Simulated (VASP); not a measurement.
# CO2 in VASP: a series of runs

Runs on CO2. Level: PBE. Tasks: single point.

Program: VASP 6.6.1. These are calculated values, not measurements. Logs are shortened: lines on timing, memory, paths and dates and some standing lists are left out, and cuts for length are marked.

**1. The cell of the first run**

Symmetry: Pbca, No. 61, orthorhombic system. The conventional cell has a = 5.897 Å, b = 6.041 Å, c = 6.041 Å, α = 90.00°, β = 90.00°, γ = 90.00°. C (site symmetry -1) has 2 O at 1.16 Å within 1.6 Å. Within 1.6 Å of O (site symmetry 1) lie 1 C at 1.16 Å.

**2. Single point, PBE (17.93 Å³/atom)**

File INCAR:

```
PREC = Accurate
ENCUT = 520
EDIFF = 1E-6
ISMEAR = 0
SIGMA = 0.05
LREAL = F
LASPH = T
NELM = 80
ALGO = Normal
ISIF = 2
LWAVE = F
LCHARG = T
GGA = PE
LELF = T
LVHAR = T
NBANDS = 44
```

File KPOINTS:

```
Automatic mesh
0
Gamma
  4 4 4
```

File POSCAR:

```
CO2
1.0
    6.0407434404      0.0000000000      0.0000000000
    0.0000000000      6.0407434404      0.0000000000
    0.0000000000      0.0000000000      5.8969737466
C O
4 8
Direct
    0.0000000000      0.0000000000      0.0000000000
    0.5000000000      0.0000000000      0.5000000000
    0.5000000000      0.5000000000      0.0000000000
    0.0000000000      0.5000000000      0.5000000000
    0.1114834447      0.1114834447      0.1114834447
    0.3885165553      0.8885165553      0.6114834447
    0.6114834447      0.3885165553      0.8885165553
    0.8885165553      0.6114834447      0.3885165553
    0.8885165553      0.8885165553      0.8885165553
    0.6114834447      0.1114834447      0.3885165553
    0.3885165553      0.6114834447      0.1114834447
    0.1114834447      0.3885165553      0.6114834447
```

Potentials or basis: VASP PAW PBE potentials, release 64 (C, O).

Run with:

```bash
$ cat potpaw_PBE.64/C/POTCAR potpaw_PBE.64/O/POTCAR > POTCAR
$ mpirun -np 1 vasp_std > vasp.out
```

OUTCAR:

```text
PREC = Accurate
   ENCUT = 520
   EDIFF = 1E-6
   ISMEAR = 0
   LREAL = F
   LASPH = T
   NELM = 80
   ISIF = 2
   GGA = PE

 ion  position               nearest neighbor table
   1  0.000  0.000  0.000-   5 1.16   9 1.16
   2  0.500  0.000  0.500-   6 1.16  10 1.16
   3  0.500  0.500  0.000-   7 1.16  11 1.16
   4  0.000  0.500  0.500-   8 1.16  12 1.16
   5  0.111  0.111  0.111-   1 1.16
   6  0.389  0.889  0.611-   2 1.16
   7  0.611  0.389  0.889-   3 1.16
   8  0.889  0.611  0.389-   4 1.16
   9  0.889  0.889  0.889-   1 1.16
  10  0.611  0.111  0.389-   2 1.16
  11  0.389  0.611  0.111-   3 1.16
  12  0.111  0.389  0.611-   4 1.16

  LATTYP: Found a simple tetragonal cell.
 ALAT       =     6.0407434404
 C/A-ratio  =     0.9762000000

  Lattice vectors:

 A1 = (   6.0407434404,   0.0000000000,   0.0000000000)
 A2 = (   0.0000000000,   6.0407434404,   0.0000000000)
 A3 = (   0.0000000000,   0.0000000000,   5.8969737466)

Analysis of symmetry for initial positions (statically):
=====================================================================
 Subroutine PRICEL returns:
 Original cell was already a primitive cell.

 Routine SETGRP: Setting up the symmetry group for a
 simple tetragonal supercell.

 Subroutine GETGRP returns: Found  8 space group operations
 (whereof  2 operations were pure point group operations)
 out of a pool of 16 trial point group operations.

The static configuration has the point symmetry S_2 .
 The point group associated with its full space group is D_2h.

Analysis of symmetry for dynamics (positions and initial velocities):
=====================================================================
 Subroutine PRICEL returns:
 Original cell was already a primitive cell.

 Routine SETGRP: Setting up the symmetry group for a
 simple tetragonal supercell.

 Subroutine GETGRP returns: Found  8 space group operations
 (whereof  2 operations were pure point group operations)
 out of a pool of 16 trial point group operations.

The dynamic configuration has the point symmetry S_2 .
 The point group associated with its full space group is D_2h.

 Subroutine INISYM returns: Found  8 space group operations
 (whereof  2 operations are pure point group operations),
 and found     1 'primitive' translations

----------------------------------------------------------------------------------------

                                     Primitive cell

  volume of cell :     215.1840

  direct lattice vectors                    reciprocal lattice vectors
     6.040743440  0.000000000  0.000000000     0.165542538  0.000000000  0.000000000
     0.000000000  6.040743440  0.000000000     0.000000000  0.165542538  0.000000000
     0.000000000  0.000000000  5.896973747     0.000000000  0.000000000  0.169578506

  length of vectors
     6.040743440  6.040743440  5.896973747     0.165542538  0.165542538  0.169578506

  position of ions in fractional coordinates (direct lattice)
     0.000000000  0.000000000  0.000000000
     0.500000000  0.000000000  0.500000000
     0.500000000  0.500000000  0.000000000
     0.000000000  0.500000000  0.500000000
     0.111483445  0.111483445  0.111483445
     0.388516555  0.888516555  0.611483445
     0.611483445  0.388516555  0.888516555
     0.888516555  0.611483445  0.388516555
     0.888516555  0.888516555  0.888516555
     0.611483445  0.111483445  0.388516555
     0.388516555  0.611483445  0.111483445
     0.111483445  0.388516555  0.611483445

  ion indices of the primitive-cell ions
   primitive index   ion index
                 1           1
                 2           2
                 3           3
                 4           4
                 5           5
                 6           6
                 7           7
                 8           8
                 9           9
                10          10
                11          11
                12          12

----------------------------------------------------------------------------------------

 KPOINTS: Automatic mesh

Automatic generation of k-mesh.
 Grid dimensions read from file:
 generate k-points for:    4    4    4

 Generating k-lattice:

  Cartesian coordinates                     Fractional coordinates (reciprocal lattice)
     0.041385634  0.000000000  0.000000000     0.250000000  0.000000000  0.000000000
     0.000000000  0.041385634  0.000000000     0.000000000  0.250000000  0.000000000
     0.000000000  0.000000000  0.042394627     0.000000000  0.000000000  0.250000000

  Length of vectors
     0.041385634  0.041385634  0.042394627

  Shift w.r.t. Gamma in fractional coordinates (k-lattice)
     0.000000000  0.000000000  0.000000000

 Subroutine IBZKPT returns following result:
 ===========================================

 Found     27 irreducible k-points:

 Following reciprocal coordinates:
            Coordinates               Weight
  0.000000  0.000000  0.000000      1.000000
  0.250000  0.000000  0.000000      2.000000
  0.000000  0.250000  0.000000      2.000000
  0.500000  0.000000  0.000000      1.000000
  0.000000  0.500000  0.000000      1.000000
  0.250000  0.250000  0.000000      4.000000
[... 16 lines left out ...]
  0.000000  0.500000  0.500000      1.000000
  0.250000  0.250000  0.500000      4.000000
 [... further k-points ...]
   k-points           NKPTS =     27   k-points in BZ     NKDIM =     27   number of bands    NBANDS=     44
   number of dos      NEDOS =    301   number of ions     NIONS =     12
   total plane-waves  NPLWV = 110592
   dimension x,y,z NGX =    48 NGY =   48 NGZ =   48
   dimension x,y,z NGXF=    96 NGYF=   96 NGZF=   96
   ions per type =               4   8
   NGX,Y,Z   is equivalent  to a cutoff of  13.21, 13.21, 13.53 a.u.
   NGXF,Y,Z  is equivalent  to a cutoff of  26.42, 26.42, 27.06 a.u.
 SYSTEM =  unknown system
   PREC   = accura    normal or accurate (medium, high low for compatibility)
   ISTART =      0    job   : 0-new  1-cont  2-samecut
   ICHARG =      2    charge: 1-file 2-atom 10-const
   ISPIN  =      1    spin polarized calculation?
   LNONCOLLINEAR =      F non collinear calculations
   LSORBIT =      F    spin-orbit coupling
   LASPH  =      T    aspherical Exc in radial PAW
   ENCUT  =  520.0 eV  38.22 Ry    6.18 a.u.  11.23 11.23 10.96*2*pi/ulx,y,z
   NELM   =     80;   NELMIN=  2; NELMDL= -5     # of ELM steps
   EDIFF  = 0.1E-05   stopping-criterion for ELM
   LREAL  =      F    real-space projection
   EDIFFG = 0.1E-04   stopping-criterion for IOM
   NSW    =      0    number of steps for IOM
   IBRION =     -1    ionic relax: 0-MD 1-quasi-New 2-CG
   NFREE  =      0    steps in history (QN), initial steepest desc. (CG)
   ISIF   =      2    stress and relaxation
   ISYM   =      2    0-nonsym 1-usesym 2-fastsym
   POTIM  = 0.5000    time-step for ionic-motion
   TEBEG  =    0.0;   TEEND  =   0.0 temperature during run
   PSTRESS=    0.0 pullay stress
   NELECT =      64.0000    total number of electrons
   NUPDOWN=      -1.0000    fix difference up-down
   EMIN   =  10.00;   EMAX   =-10.00  energy-range for DOS
   EFERMI =   0.00;   METHOD = LEGACY
   ISMEAR =     0;   SIGMA  =   0.05  broadening in eV -4-tet -1-fermi 0-gaus
   EFERMI_NEDOS =   21; number of points for ismear=-14 and -15
   IALGO  =     38    algorithm
   IMIX   =      4    mixing-type and parameters
     AMIX     =   0.40;   BMIX     =  1.00
     AMIX_MAG =   1.60;   BMIX_MAG =  1.00
  volume/ion in A,a.u.               =      17.93       121.01
  Fermi-wavevector in a.u.,A,eV,Ry     =   1.092777  2.065049 16.247551  1.194161
  Thomas-Fermi vector in A             =   2.229049
   LORBIT       =      0    0 simple, 1 ext, 2 COOP (PROOUT), +10 PAW based schemes
   GGA     = PE    functional components
   LHFCALC =     F    Hartree Fock is set to
   AEXX    =    0.0000 exact exchange contribution
   IVDW    =     0    specifies the selected vdW correction
   LEPSILON=     F    determine dielectric tensor
   LRPA    =     F    only Hartree local field effects (RPA)
 non-spin polarized calculation
 Gauss-broadening in eV      SIGMA  =   0.05
  energy-cutoff  :      520.00
  volume of cell :      215.18
 maximum number of plane-waves:      5828
 NGX is ok and might be reduce to    48
   NGX = 23   NGY = 23   NGZ = 21

 number of electron      64.0000008 magnetization

 Free energy of the ion-electron system (eV)
  ---------------------------------------------------
  ext. energy  EPLUGINS =         0.00000000
  ---------------------------------------------------
  free energy    TOTEN  =       -92.13453325 eV

  energy without entropy =      -92.13453325  energy(sigma->0) =      -92.13453325

 E-fermi :  -4.3952     XC(G=0):  -6.9874

 val. band max:       -4.6914299326   @ k =   0.0000   0.0000   0.0000
 cond. band min:       2.0187921492   @ k =   0.0000   0.0000   0.0000
 fundamental gap:      6.7102220819
 Fermi energy:        -4.3952146704

 k-point     1 :       0.0000    0.0000    0.0000
  band No.  band energies     occupation
      1     -25.2299      2.00000
      2     -25.1389      2.00000
      3     -25.1381      2.00000
      4     -25.1333      2.00000
      5     -24.1719      2.00000
      6     -24.1712      2.00000
[... 36 lines left out ...]
     43       5.6937      0.00000
     44       5.8680      0.00000

 k-point     2 :       0.2500    0.0000    0.0000
  band No.  band energies     occupation
      1     -25.2169      2.00000
      2     -25.1525      2.00000
      3     -25.1372      2.00000
      4     -25.1339      2.00000
      5     -24.1715      2.00000
      6     -24.1711      2.00000
[... 36 lines left out ...]
     43       5.9699      0.00000
     44       6.1473      0.00000

 k-point     3 :       0.0000    0.2500    0.0000
  band No.  band energies     occupation
      1     -25.2168      2.00000
      2     -25.1520      2.00000
      3     -25.1378      2.00000
      4     -25.1339      2.00000
      5     -24.1702      2.00000
      6     -24.1685      2.00000
[... 976 lines left out ...]
     43       4.6181      0.00000
     44       4.6181      0.00000

 k-point    24 :       0.2500    0.2500    0.5000
  band No.  band energies     occupation
      1     -25.1711      2.00000
      2     -25.1711      2.00000
      3     -25.1491      2.00000
      4     -25.1491      2.00000
      5     -24.1668      2.00000
      6     -24.1668      2.00000
[... 36 lines left out ...]
     43       5.4438      0.00000
     44       5.4438      0.00000

 [... further k-points ...]
[... 5 lines left out ...]
  --------------------------------------------------------------------------------------
  -------------------------------------------------------------------------------------
  Total        6.0415875      6.0458875      5.8705532      0.0000000      0.0000000      0.0000000
  in kB       44.9833377     45.0153540     43.7098819      0.0000000      0.0000000      0.0000000
  external PRESSURE =      44.5695245 kB  Pullay stress =       0.0000000 kB

 VOLUME and BASIS-vectors are now :
 -----------------------------------------------------------------------------
  energy-cutoff  :      520.00
  volume of cell :      215.18
      direct lattice vectors                 reciprocal lattice vectors
     6.040743440  0.000000000  0.000000000     0.165542538  0.000000000  0.000000000
     0.000000000  6.040743440  0.000000000     0.000000000  0.165542538  0.000000000
     0.000000000  0.000000000  5.896973747     0.000000000  0.000000000  0.169578506

 POSITION                                       TOTAL-FORCE (eV/Angst)
 -----------------------------------------------------------------------------------
      0.00000      0.00000      0.00000         0.000000     -0.000000     -0.000000
      3.02037      0.00000      2.94849         0.000000     -0.000000     -0.000000
      3.02037      3.02037      0.00000         0.000000     -0.000000     -0.000000
      0.00000      3.02037      2.94849         0.000000     -0.000000     -0.000000
      0.67344      0.67344      0.65741         1.173377      1.169973      1.147702
      2.34693      5.36730      3.60590        -1.173377     -1.169973      1.147702
      3.69381      2.34693      5.23956         1.173377     -1.169973     -1.147702
      5.36730      3.69381      2.29107        -1.173377      1.169973     -1.147702
      5.36730      5.36730      5.23956        -1.173377     -1.169973     -1.147702
      3.69381      0.67344      2.29107         1.173377      1.169973     -1.147702
      2.34693      3.69381      0.65741        -1.173377      1.169973      1.147702
      0.67344      2.34693      3.60590         1.173377     -1.169973      1.147702
 -----------------------------------------------------------------------------------
    total drift:                                0.000000      0.000000      0.000000

  FREE ENERGIE OF THE ION-ELECTRON SYSTEM (eV)
  ---------------------------------------------------
  free  energy   TOTEN  =       -92.1345332454 eV

  energy  without entropy=      -92.1345332454  energy(sigma->0) =      -92.13453325
```

Run time: 2.2 min. Hardware: 1 thread of Intel Xeon Platinum 8559C (Emerald Rapids), shared host; peak memory 0.41 GiB.

What came out:

* Free energy: -92.1345 eV
* Pressure: 4.5 GPa
* Largest force: 2.016 eV/Å
* Band gap on the k mesh: 6.71 eV

Forces on the atoms (eV/Å):
```
C    0.000  0.000  0.000
C    0.000  0.000  0.000
C    0.000  0.000  0.000
C    0.000  0.000  0.000
O    1.173  1.170  1.148
O   -1.173 -1.170  1.148
O    1.173 -1.170 -1.148
O   -1.173  1.170 -1.148
O   -1.173 -1.170 -1.148
O    1.173  1.170 -1.148
O   -1.173  1.170  1.148
O    1.173 -1.170  1.148
```

Caveat: the cell stands under pressure; this functional lacks dispersion, which holds the molecules together, so the pressure and a relaxed volume are unreliable; forces of over 1 eV/Å act on the atoms, so gaps and moduli don't describe the material at rest. Expect the measured gap to be larger: semilocal functionals such as PBE lack the derivative discontinuity.

**3. Single point, PBE (20.30 Å³/atom)**

This run uses another cell than the first one, of 20.30 Å³/atom.

File INCAR:

```
  PREC = Accurate
  ENCUT = 520
  EDIFF = 1E-7
  ISMEAR = 0
  SIGMA = 0.05
  LREAL = False
  LASPH = True
  NELM = 100
  ALGO = Normal
  ISIF = 2
  LWAVE = False
  LCHARG = True
  GGA = PE
  LELF = True
  LVHAR = True
  NBANDS = 44
```

File KPOINTS:

```
regular mesh
0
Gamma
  4 4 4
```

POSCAR, as its differences from that of step 2:

```diff
@@ -2,5 +2,5 @@
 1.0
-    6.0407434404      0.0000000000      0.0000000000
-    0.0000000000      6.0407434404      0.0000000000
-    0.0000000000      0.0000000000      5.8969737466
+    6.2456908964      0.0000000000      0.0000000000
+    0.0000000000      6.2456908964      0.0000000000
+    0.0000000000      0.0000000000      6.2456908964
 C O
```

Potentials or basis: VASP PAW PBE potentials, release 64 (C, O).

Run with:

```bash
$ cat potpaw_PBE.64/C/POTCAR potpaw_PBE.64/O/POTCAR > POTCAR
$ mpirun -np 1 vasp_std > vasp.out
```

Wall time 60 s (1 thread of AMD EPYC 9R45 (Zen 5), shared host); peak memory 0.33 GiB.

Results (log left out):

```yaml
Free_energy: -91.9280 eV
Pressure: -6.1 GPa
Largest_force: 2.756 eV/Å
Band_gap_on_the_k_mesh: 6.33 eV
```

Forces on the atoms (eV/Å):
```
C    0.000  0.000  0.000
C    0.000  0.000  0.000
C    0.000  0.000  0.000
C    0.000  0.000  0.000
O   -1.591 -1.591 -1.591
O    1.591  1.591 -1.591
O   -1.591  1.591  1.591
O    1.591 -1.591  1.591
O    1.591  1.591  1.591
O   -1.591 -1.591  1.591
O    1.591 -1.591 -1.591
O   -1.591  1.591 -1.591
```

Levels at points of the mesh, in eV from the valence-band top:
```tsv
k point	band 28	band 29	band 30	band 31	band 32	band 33	band 34	band 35	band 36	band 37
(0.00, 0.00, 0.00)	-0.09	-0.09	-0.09	0.00	0.00	6.33	7.64	7.64	7.64	7.77
(0.50, 0.00, 0.00)	-0.16	-0.14	-0.14	-0.04	-0.04	7.53	7.53	7.61	7.61	7.77
(0.50, 0.50, 0.00)	-0.15	-0.13	-0.13	-0.13	-0.13	7.59	7.59	7.59	7.59	7.98
(0.50, 0.50, 0.50)	-0.15	-0.15	-0.15	-0.15	-0.15	7.61	7.61	7.61	7.61	8.10
```

Caveat: the cell stands under tension; this functional lacks dispersion, which holds the molecules together, so the pressure and a relaxed volume are unreliable; forces of over 1 eV/Å act on the atoms, so gaps and moduli don't describe the material at rest. PBE gaps usually lie below the measured ones, often by a third to a half.

**4. Single point, PBE (20.90 Å³/atom)**

This run uses another cell than the first one, of 20.90 Å³/atom.

File INCAR:

```
SYSTEM = CO2
ALGO     = Normal         ! electronic algorithm
EDIFF    = 1E-6           ! SCF threshold, eV
ENCUT    = 520            ! plane-wave cutoff, eV
GGA      = PE             ! functional
ISIF     = 2              ! what is computed and relaxed
ISMEAR   = 0              ! smearing method
LASPH    = .True.         ! aspherical terms in the spheres
LCHARG   = .False.        ! write CHGCAR
LREAL    = .False.        ! projectors in reciprocal space
LWAVE    = .False.        ! write WAVECAR
NBANDS   = 44             ! bands
NELM     = 100            ! most SCF steps
PREC     = Accurate       ! precision mode
SIGMA    = 0.05           ! smearing width, eV
```

File KPOINTS:

```
k-points
0
Gamma
  4 4 4
  0 0 0
```

POSCAR, as its differences from that of step 3:

```diff
@@ -2,5 +2,5 @@
 1.0
-    6.2456908964      0.0000000000      0.0000000000
-    0.0000000000      6.2456908964      0.0000000000
-    0.0000000000      0.0000000000      6.2456908964
+    6.3059153310      0.0000000000      0.0000000000
+    0.0000000000      6.3059153310      0.0000000000
+    0.0000000000      0.0000000000      6.3059153310
 C O
```

Run with:

```bash
$ cat potpaw_PBE.64/C/POTCAR potpaw_PBE.64/O/POTCAR > POTCAR
$ mpirun -np 1 vasp_std > vasp.out
```

It took 59 s on 1 thread of AMD EPYC 9R45 (Zen 5), shared host; peak memory 0.33 GiB.

The run converged. Its results:

- Free energy: -91.6221 eV
- Pressure: -7.9 GPa
- Largest force: 3.671 eV/Å
- Band gap on the k mesh: 6.24 eV

Forces in eV/Å, atoms in the order of the input:
```
C    0.000  0.000  0.000
C    0.000  0.000  0.000
C    0.000  0.000  0.000
C    0.000  0.000  0.000
O   -2.119 -2.119 -2.119
O    2.119  2.119 -2.119
O   -2.119  2.119  2.119
O    2.119 -2.119  2.119
O    2.119  2.119  2.119
O   -2.119 -2.119  2.119
O    2.119 -2.119 -2.119
O   -2.119  2.119 -2.119
```

Levels at points of the mesh, in eV from the valence-band top:
| k point | band 30 | band 31 | band 32 | band 33 | band 34 | band 35 |
| --- | --- | --- | --- | --- | --- | --- |
| (0.00, 0.00, 0.00) | -0.09 | 0.00 | 0.00 | 6.24 | 7.46 | 7.46 |
| (0.50, 0.00, 0.00) | -0.13 | -0.04 | -0.04 | 7.41 | 7.41 | 7.44 |
| (0.50, 0.50, 0.00) | -0.13 | -0.13 | -0.13 | 7.43 | 7.43 | 7.43 |
| (0.50, 0.50, 0.50) | -0.14 | -0.14 | -0.14 | 7.44 | 7.44 | 7.44 |

Caveat: the cell stands under tension; this functional lacks dispersion, which holds the molecules together, so the pressure and a relaxed volume are unreliable; forces of over 1 eV/Å act on the atoms, so gaps and moduli don't describe the material at rest.

(Part 1 of 2 ends here.)
